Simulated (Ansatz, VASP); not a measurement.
## One calculation of Pb, two programs

```
CELL_PARAMETERS angstrom
5.61020 0.00000 0.00000
-2.80510 4.85858 0.00000
0.00000 0.00000 3.32495
ATOMIC_POSITIONS crystal
Pb 0.00000 0.00000 0.00000
Pb 0.33333 0.66667 0.50000
Pb 0.66667 0.33333 0.50000
```

Alike in both runs: functional PBEsol; k mesh 3 × 3 × 6; occupations gaussian, width 0.1 eV; no spin polarisation.

Ansatz relaxed the structure, and its values are those at the end. VASP's run is a single point on that final structure, the one shown.

|  | VASP | Ansatz |
| --- | --- | --- |
| version | VASP 6.6.1 | Ansatz 0.2.0 |
| potentials or method | VASP PAW PBE potentials, release 64 (Pb_d), cutoff 520 eV | scalar-relativistic, plane waves, PAW |
| valence electrons in the cell | 42 | 42 |

```csv
,VASP,Ansatz,Ansatz less VASP
gap on the k mesh at the Fermi level (eV),none,none,-
pressure (GPa),-0.1,0.0,+0.08
```

VASP's potentials were made for PBE, not for PBEsol. A gap of «none» marks a metal or a gap that the smearing closes. With one functional, cell and mesh, what is left measures potentials, basis and numerics.

The k mesh is coarse, so the values compare programs but aren't converged. Neither program's run includes spin-orbit coupling.
